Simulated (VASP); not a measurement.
# Cu (Pm-3m) in VASP: a series of runs

Cu is run at these levels: revPBE; tasks: single point.

All numbers are computed with VASP 6.6.1; they aren't measurements. Logs are shortened: lines on timing, memory, paths and dates and some standing lists are left out, and cuts for length are marked.

### 1 The cell of the first run

The structure is cubic, space group Pm-3m (No. 221). The conventional cell has a = 2.462 Å, b = 2.462 Å, c = 2.462 Å, α = 90.00°, β = 90.00°, γ = 90.00°. Cu (site symmetry m-3m) has 6 Cu at 2.46 Å within 3.3 Å.

### 2 Single point, revPBE (volume scaled by 1.04)

INCAR

```
SYSTEM = Cu
  PREC = Accurate
  ENCUT = 520
  EDIFF = 1E-7
  ISMEAR = -1
  SIGMA = 0.1
  LREAL = .FALSE.
  LASPH = .TRUE.
  NELM = 100
  ALGO = Normal
  ISIF = 2
  LWAVE = .FALSE.
  LCHARG = .FALSE.
  GGA = RE
  NBANDS = 12
```

KPOINTS

```
Automatic mesh
0
G
  14 14 14
  0 0 0
```

POSCAR

```
Cu
1.0
    2.4619646417      0.0000000000      0.0000000000
    0.0000000000      2.4619646417      0.0000000000
    0.0000000000      0.0000000000      2.4619646417
Cu
1
Direct
    0.0000000000      0.0000000000      0.0000000000
```

Potentials or basis: VASP PAW PBE potentials, release 64 (Cu).

Command:

```sh
cat potpaw_PBE.64/Cu/POTCAR > POTCAR
mpirun -np 1 vasp_std > vasp.out
```

OUTCAR:

```text
SYSTEM = Cu
   PREC = Accurate
   ENCUT = 520
   EDIFF = 1E-7
   ISMEAR = -1
   LREAL = .FALSE.
   LASPH = .TRUE.
   NELM = 100
   ISIF = 2
   GGA = RE

 ion  position               nearest neighbor table
   1  0.000  0.000  0.000-

  LATTYP: Found a simple cubic cell.
 ALAT       =     2.4619646417

  Lattice vectors:

 A1 = (   2.4619646417,   0.0000000000,   0.0000000000)
 A2 = (   0.0000000000,   2.4619646417,   0.0000000000)
 A3 = (   0.0000000000,   0.0000000000,   2.4619646417)

Analysis of symmetry for initial positions (statically):
=====================================================================
 Subroutine PRICEL returns:
 Original cell was already a primitive cell.

 Routine SETGRP: Setting up the symmetry group for a
 simple cubic supercell.

 Subroutine GETGRP returns: Found 48 space group operations
 (whereof 48 operations were pure point group operations)
 out of a pool of 48 trial point group operations.

The static configuration has the point symmetry O_h .

Analysis of symmetry for dynamics (positions and initial velocities):
=====================================================================
 Subroutine PRICEL returns:
 Original cell was already a primitive cell.

 Routine SETGRP: Setting up the symmetry group for a
 simple cubic supercell.

 Subroutine GETGRP returns: Found 48 space group operations
 (whereof 48 operations were pure point group operations)
 out of a pool of 48 trial point group operations.

The dynamic configuration has the point symmetry O_h .

 Subroutine INISYM returns: Found 48 space group operations
 (whereof 48 operations are pure point group operations),
 and found     1 'primitive' translations

----------------------------------------------------------------------------------------

                                     Primitive cell

  volume of cell :      14.9226

  direct lattice vectors                    reciprocal lattice vectors
     2.461964642  0.000000000  0.000000000     0.406179676  0.000000000  0.000000000
     0.000000000  2.461964642  0.000000000     0.000000000  0.406179676  0.000000000
     0.000000000  0.000000000  2.461964642     0.000000000  0.000000000  0.406179676

  length of vectors
     2.461964642  2.461964642  2.461964642     0.406179676  0.406179676  0.406179676

  position of ions in fractional coordinates (direct lattice)
     0.000000000  0.000000000  0.000000000

  ion indices of the primitive-cell ions
   primitive index   ion index
                 1           1

----------------------------------------------------------------------------------------

 KPOINTS: Automatic mesh

Automatic generation of k-mesh.
 Grid dimensions read from file:
 generate k-points for:   14   14   14

 Generating k-lattice:

  Cartesian coordinates                     Fractional coordinates (reciprocal lattice)
     0.029012834  0.000000000  0.000000000     0.071428571  0.000000000  0.000000000
     0.000000000  0.029012834  0.000000000     0.000000000  0.071428571  0.000000000
     0.000000000  0.000000000  0.029012834     0.000000000  0.000000000  0.071428571

  Length of vectors
     0.029012834  0.029012834  0.029012834

  Shift w.r.t. Gamma in fractional coordinates (k-lattice)
     0.000000000  0.000000000  0.000000000

 Subroutine IBZKPT returns following result:
 ===========================================

 Found    120 irreducible k-points:

 Following reciprocal coordinates:
            Coordinates               Weight
  0.000000  0.000000  0.000000      1.000000
  0.071429  0.000000  0.000000      6.000000
  0.142857  0.000000  0.000000      6.000000
  0.214286  0.000000  0.000000      6.000000
  0.285714  0.000000  0.000000      6.000000
  0.357143  0.000000  0.000000      6.000000
[... 16 lines left out ...]
  0.285714  0.214286  0.000000     24.000000
  0.357143  0.214286  0.000000     24.000000
 [... further k-points ...]
   k-points           NKPTS =    120   k-points in BZ     NKDIM =    120   number of bands    NBANDS=     12
   number of dos      NEDOS =    301   number of ions     NIONS =      1
   total plane-waves  NPLWV =   5832
   dimension x,y,z NGX =    18 NGY =   18 NGZ =   18
   dimension x,y,z NGXF=    36 NGYF=   36 NGZF=   36
   ions per type =               1
   NGX,Y,Z   is equivalent  to a cutoff of  12.15, 12.15, 12.15 a.u.
   NGXF,Y,Z  is equivalent  to a cutoff of  24.31, 24.31, 24.31 a.u.
 SYSTEM =  Cu
   PREC   = accura    normal or accurate (medium, high low for compatibility)
   ISTART =      0    job   : 0-new  1-cont  2-samecut
   ICHARG =      2    charge: 1-file 2-atom 10-const
   ISPIN  =      1    spin polarized calculation?
   LNONCOLLINEAR =      F non collinear calculations
   LSORBIT =      F    spin-orbit coupling
   LASPH  =      T    aspherical Exc in radial PAW
   ENCUT  =  520.0 eV  38.22 Ry    6.18 a.u.   4.58  4.58  4.58*2*pi/ulx,y,z
   NELM   =    100;   NELMIN=  2; NELMDL= -5     # of ELM steps
   EDIFF  = 0.1E-06   stopping-criterion for ELM
   LREAL  =      F    real-space projection
   EDIFFG = 0.1E-05   stopping-criterion for IOM
   NSW    =      0    number of steps for IOM
   IBRION =     -1    ionic relax: 0-MD 1-quasi-New 2-CG
   NFREE  =      0    steps in history (QN), initial steepest desc. (CG)
   ISIF   =      2    stress and relaxation
   ISYM   =      2    0-nonsym 1-usesym 2-fastsym
   POTIM  = 0.5000    time-step for ionic-motion
   TEBEG  =    0.0;   TEEND  =   0.0 temperature during run
   PSTRESS=    0.0 pullay stress
   NELECT =      11.0000    total number of electrons
   NUPDOWN=      -1.0000    fix difference up-down
   EMIN   =  10.00;   EMAX   =-10.00  energy-range for DOS
   EFERMI =   0.00;   METHOD = LEGACY
   ISMEAR =    -1;   SIGMA  =   0.10  broadening in eV -4-tet -1-fermi 0-gaus
   EFERMI_NEDOS =   21; number of points for ismear=-14 and -15
   IALGO  =     38    algorithm
   IMIX   =      4    mixing-type and parameters
     AMIX     =   0.40;   BMIX     =  1.00
     AMIX_MAG =   1.60;   BMIX_MAG =  1.00
  volume/ion in A,a.u.               =      14.92       100.70
  Fermi-wavevector in a.u.,A,eV,Ry     =   1.478849  2.794620 29.755876  2.186995
  Thomas-Fermi vector in A             =   2.593080
   LORBIT       =      0    0 simple, 1 ext, 2 COOP (PROOUT), +10 PAW based schemes
   GGA     = RE    functional components
   LHFCALC =     F    Hartree Fock is set to
   AEXX    =    0.0000 exact exchange contribution
   IVDW    =     0    specifies the selected vdW correction
   LEPSILON=     F    determine dielectric tensor
   LRPA    =     F    only Hartree local field effects (RPA)
 non-spin polarized calculation
  energy-cutoff  :      520.00
  volume of cell :       14.92
 maximum number of plane-waves:       432
   NGX =  9   NGY =  9   NGZ =  9

 number of electron      10.9999962 magnetization

 Free energy of the ion-electron system (eV)
  ---------------------------------------------------
  ext. energy  EPLUGINS =         0.00000000
  ---------------------------------------------------
  free energy    TOTEN  =        -2.90606185 eV

  energy without entropy =       -2.89663586  energy(sigma->0) =       -2.90134885

 E-fermi :   5.0029     XC(G=0): -11.2397

 val. band max:        4.9899099821   @ k =   0.4286   0.2143   0.0714
 cond. band min:       5.0058148625   @ k =   0.2857   0.2857   0.2857
 fundamental gap:      0.0159048805
 Fermi energy:         5.0029279680

 k-point     1 :       0.0000    0.0000    0.0000
  band No.  band energies     occupation
      1      -2.5552      2.00000
      2       1.4970      2.00000
      3       1.4970      2.00000
      4       3.7226      1.99999
      5       3.7226      1.99999
      6       3.7226      1.99999
      7      21.8280      0.00000
      8      21.8280      0.00000
      9      21.8280      0.00000
     10      25.0900      0.00000
     11      25.0900      0.00000
     12      28.4870      0.00000

 k-point     2 :       0.0714    0.0000    0.0000
  band No.  band energies     occupation
      1      -2.4232      2.00000
      2       1.5106      2.00000
      3       1.5433      2.00000
      4       3.6864      2.00000
      5       3.6864      2.00000
      6       3.7255      1.99999
      7      19.9966      0.00000
      8      21.9969      0.00000
      9      21.9969      0.00000
     10      25.1536      0.00000
     11      26.3359      0.00000
     12      29.3310      0.00000

 k-point     3 :       0.1429    0.0000    0.0000
  band No.  band energies     occupation
      1      -2.0339      2.00000
      2       1.5494      2.00000
      3       1.6797      2.00000
      4       3.5867      2.00000
      5       3.5867      2.00000
      6       3.7337      1.99999
      7      17.1998      0.00000
      8      22.4945      0.00000
      9      22.4945      0.00000
     10      25.3459      0.00000
     11      27.1606      0.00000
     12      32.0685      0.00000

 k-point     4 :       0.2143    0.0000    0.0000
  band No.  band energies     occupation
      1      -1.4115      2.00000
      2       1.6058      2.00000
      3       1.9002      2.00000
      4       3.4462      2.00000
      5       3.4462      2.00000
      6       3.7455      1.99999
      7      14.4539      0.00000
      8      23.2952      0.00000
      9      23.2952      0.00000
     10      25.6710      0.00000
     11      27.5707      0.00000
     12      35.6227      0.00000

 k-point     5 :       0.2857    0.0000    0.0000
  band No.  band energies     occupation
      1      -0.6137      2.00000
      2       1.6691      2.00000
      3       2.2123      2.00000
      4       3.2950      2.00000
      5       3.2950      2.00000
      6       3.7587      1.99999
      7      11.8985      0.00000
      8      24.3609      0.00000
      9      24.3609      0.00000
     10      26.1308      0.00000
     11      27.9421      0.00000
     12      34.4109      0.00000

 k-point     6 :       0.3571    0.0000    0.0000
  band No.  band energies     occupation
      1       0.2221      2.00000
      2       1.7266      2.00000
      3       2.6738      2.00000
      4       3.1627      2.00000
      5       3.1627      2.00000
      6       3.7706      1.99999
      7       9.6025      0.00000
      8      25.6364      0.00000
      9      25.6364      0.00000
     10      26.7114      0.00000
     11      28.3089      0.00000
     12      32.6379      0.00000

 k-point     7 :       0.4286    0.0000    0.0000
  band No.  band energies     occupation
      1       0.8408      2.00000
      2       1.7668      2.00000
      3       3.0732      2.00000
      4       3.0732      2.00000
      5       3.3784      2.00000
      6       3.7789      1.99999
      7       7.6976      0.00000
      8      26.9941      0.00000
      9      26.9941      0.00000
     10      27.3298      0.00000
     11      28.6076      0.00000
     12      31.2953      0.00000

 k-point     8 :       0.5000    0.0000    0.0000
  band No.  band energies     occupation
      1       1.0526      2.00000
      2       1.7812      2.00000
      3       3.0416      2.00000
      4       3.0416      2.00000
      5       3.7818      1.99999
      6       3.9165      1.99996
      7       6.7572      0.00000
      8      27.6601      0.00000
      9      27.8128      0.00000
     10      27.8128      0.00000
     11      28.7279      0.00000
     12      30.7235      0.00000
[... 166 lines left out ...]
 k-point    20 :       0.4286    0.1429    0.0000
  band No.  band energies     occupation
      1       1.1998      2.00000
      2       1.9508      2.00000
      3       2.3836      2.00000
      4       3.0975      2.00000
      5       3.6589      2.00000
      6       4.2727      1.99865
      7       8.0249      0.00000
      8      21.8634      0.00000
      9      25.1619      0.00000
     10      27.6756      0.00000
     11      28.4295      0.00000
     12      32.2675      0.00000

 k-point    21 :       0.5000    0.1429    0.0000
  band No.  band energies     occupation
      1       1.4017      2.00000
      2       1.9982      2.00000
      3       2.3163      2.00000
      4       3.0666      2.00000
      5       3.6625      2.00000
      6       5.0198      0.91560
      7       6.8873      0.00000
      8      23.3590      0.00000
      9      23.4609      0.00000
     10      28.5576      0.00000
     11      28.6884      0.00000
     12      31.1951      0.00000

 k-point    22 :       0.2143    0.2143    0.0000
  band No.  band energies     occupation
      1      -0.3375      2.00000
      2       1.8382      2.00000
      3       2.1916      2.00000
      4       3.2183      2.00000
      5       3.4551      2.00000
      6       3.5089      2.00000
      7      14.8522      0.00000
      8      16.4752      0.00000
      9      24.7384      0.00000
     10      27.2217      0.00000
     11      29.2531      0.00000
     12      35.2611      0.00000

 k-point    23 :       0.2857    0.2143    0.0000
  band No.  band energies     occupation
      1       0.3555      2.00000
      2       1.9117      2.00000
      3       2.4224      2.00000
      4       3.2580      2.00000
      5       3.3330      2.00000
      6       3.5066      2.00000
      7      12.8142      0.00000
      8      16.8241      0.00000
      9      25.7946      0.00000
     10      26.7444      0.00000
     11      27.8637      0.00000
     12      35.8765      0.00000

 k-point    24 :       0.3571    0.2143    0.0000
  band No.  band energies     occupation
      1       1.0044      2.00000
      2       1.9545      2.00000
      3       2.4922      2.00000
      4       3.2085      2.00000
      5       3.5223      2.00000
      6       3.7767      1.99999
      7      10.5226      0.00000
      8      17.8751      0.00000
      9      24.5779      0.00000
     10      27.0751      0.00000
     11      28.4244      0.00000
     12      34.5973      0.00000

 [... further k-points ...]
[... 5 lines left out ...]
  --------------------------------------------------------------------------------------
  -------------------------------------------------------------------------------------
  Total       -0.2780412     -0.2780412     -0.2780412      0.0000000      0.0000000     -0.0000000
  in kB      -29.8520561    -29.8520561    -29.8520561      0.0000000      0.0000000     -0.0000000
  external PRESSURE =     -29.8520561 kB  Pullay stress =       0.0000000 kB

 VOLUME and BASIS-vectors are now :
 -----------------------------------------------------------------------------
  energy-cutoff  :      520.00
  volume of cell :       14.92
      direct lattice vectors                 reciprocal lattice vectors
     2.461964642  0.000000000  0.000000000     0.406179676  0.000000000  0.000000000
     0.000000000  2.461964642  0.000000000     0.000000000  0.406179676  0.000000000
     0.000000000  0.000000000  2.461964642     0.000000000  0.000000000  0.406179676

 POSITION                                       TOTAL-FORCE (eV/Angst)
 -----------------------------------------------------------------------------------
      0.00000      0.00000      0.00000         0.000000      0.000000      0.000000
 -----------------------------------------------------------------------------------
    total drift:                                0.000000      0.000000      0.000000

  FREE ENERGIE OF THE ION-ELECTRON SYSTEM (eV)
  ---------------------------------------------------
  free  energy   TOTEN  =        -2.9060618462 eV

  energy  without entropy=       -2.8966358625  energy(sigma->0) =       -2.90134885
```

It took 11 s on 1 thread of Intel Xeon Platinum 8488C (Sapphire Rapids), shared host; peak memory 0.12 GiB.

What came out:

| Quantity | Value |
| --- | --- |
| Free energy | -2.9061 eV |
| Pressure | -3.0 GPa |

Caveat: the PAW data sets were made with another functional, which shifts forces and pressure a little.

### 3 Single point, revPBE (volume scaled by 1.08)

INCAR

```
SYSTEM = Cu
ALGO     = Normal         ! electronic algorithm
EDIFF    = 1E-6           ! SCF threshold, eV
ENCUT    = 520            ! plane-wave cutoff, eV
GGA      = RE             ! functional
ISIF     = 2              ! what is computed and relaxed
ISMEAR   = -1             ! smearing method
LASPH    = .TRUE.         ! aspherical terms in the spheres
LCHARG   = .TRUE.         ! write CHGCAR
LELF     = .TRUE.         ! ELF
LREAL    = .FALSE.        ! projectors in reciprocal space
LVHAR    = .TRUE.       
LWAVE    = .FALSE.        ! write WAVECAR
NBANDS   = 12             ! bands
NELM     = 60             ! most SCF steps
PREC     = Accurate       ! precision mode
SIGMA    = 0.1            ! smearing width, eV
```

KPOINTS

```
k-points
0
G
  14 14 14
  0 0 0
```

POSCAR

```
Cu
1.0
    2.4931320597      0.0000000000      0.0000000000
    0.0000000000      2.4931320597      0.0000000000
    0.0000000000      0.0000000000      2.4931320597
Cu
1
Direct
    0.0000000000      0.0000000000      0.0000000000
```

Potentials or basis: VASP PAW PBE potentials, release 64 (Cu).

Command:

```sh
cat potpaw_PBE.64/Cu/POTCAR > POTCAR
mpirun -np 1 vasp_std > vasp.out
```

Run time: 9.5 s. Hardware: 1 thread of Intel Xeon Platinum 8488C (Sapphire Rapids), shared host; peak memory 0.13 GiB.

Results (log left out):

```yaml
Free_energy: -2.8909 eV
Pressure: -5.1 GPa
```

Levels at points of the mesh, in eV from the Fermi level:
```
           k point  band 3  band 4  band 5  band 6  band 7  band 8
(0.00, 0.00, 0.00)   -3.37   -1.27   -1.27   -1.27   16.43   16.43
(0.50, 0.00, 0.00)   -1.91   -1.91   -1.22   -0.98    1.63   22.19
(0.50, 0.50, 0.00)   -1.79   -1.79   -0.81    4.13    4.13    7.65
(0.50, 0.50, 0.50)   -3.08   -0.78   -0.78    9.32    9.32    9.32
```

Caveat: the PAW data sets were made with another functional, which shifts forces and pressure a little.

### 4 Single point, revPBE (volume scaled by 1.12)

INCAR

```
SYSTEM = Cu
ALGO = Normal
EDIFF = 1E-6
ENCUT = 520
GGA = RE
ISIF = 2
ISMEAR = -1
LASPH = .True.
LCHARG = .False.
LREAL = .False.
LWAVE = .False.
NBANDS = 12
NELM = 60
PREC = Accurate
SIGMA = 0.1
```

KPOINTS

```
k-points
0
Gamma
  14 14 14
  0 0 0
```

POSCAR

```
Cu
1.0
    2.5235391060      0.0000000000      0.0000000000
    0.0000000000      2.5235391060      0.0000000000
    0.0000000000      0.0000000000      2.5235391060
Cu
1
Direct
    0.0000000000      0.0000000000      0.0000000000
```

Command:

```sh
cat potpaw_PBE.64/Cu/POTCAR > POTCAR
mpirun -np 1 vasp_std > vasp.out
```

Run time: 9.2 s. Hardware: 1 thread of Intel Xeon Platinum 8488C (Sapphire Rapids), shared host; peak memory 0.13 GiB.

The run converged. Its results:

| Quantity | Value |
| --- | --- |
| Free energy | -2.8675 eV |
| Pressure | -7.1 GPa |

Levels at points of the mesh, in eV from the Fermi level:
| k point | band 1 | band 2 | band 3 | band 4 | band 5 | band 6 | band 7 | band 8 | band 9 | band 10 |
| --- | --- | --- | --- | --- | --- | --- | --- | --- | --- | --- |
| (0.00, 0.00, 0.00) | -7.12 | -3.25 | -3.25 | -1.26 | -1.26 | -1.26 | 16.06 | 16.06 | 16.06 | 19.23 |
| (0.50, 0.00, 0.00) | -3.70 | -3.00 | -1.87 | -1.87 | -1.21 | -0.87 | 1.52 | 21.61 | 21.61 | 21.96 |
| (0.50, 0.50, 0.00) | -3.50 | -2.84 | -1.75 | -1.75 | -0.83 | 4.07 | 4.07 | 7.31 | 9.23 | 27.03 |
| (0.50, 0.50, 0.50) | -2.97 | -2.97 | -2.97 | -0.80 | -0.80 | 9.08 | 9.08 | 9.08 | 12.79 | 14.14 |

Caveat: the PAW data sets were made with another functional, which shifts forces and pressure a little.

### 5 Summary

| cell | gap on the mesh (eV) | pressure (GPa) |
| --- | --- | --- |
| a = 2.462 Å, 1 atom | none | -3.0 |
| a = 2.493 Å, 1 atom | none | -5.1 |
| a = 2.524 Å, 1 atom | none | -7.1 |

Alike in all rows: task single point; level revPBE; potentials or basis VASP PAW PBE potentials, release 64 (Cu); no spin polarisation; k mesh 14 × 14 × 14; cutoff (eV) 520; smearing fermi-dirac 0.1 eV.

Caveats: the PAW data sets were made with another functional, which shifts forces and pressure a little.

Absolute energies hang on the potentials; compare differences alone.
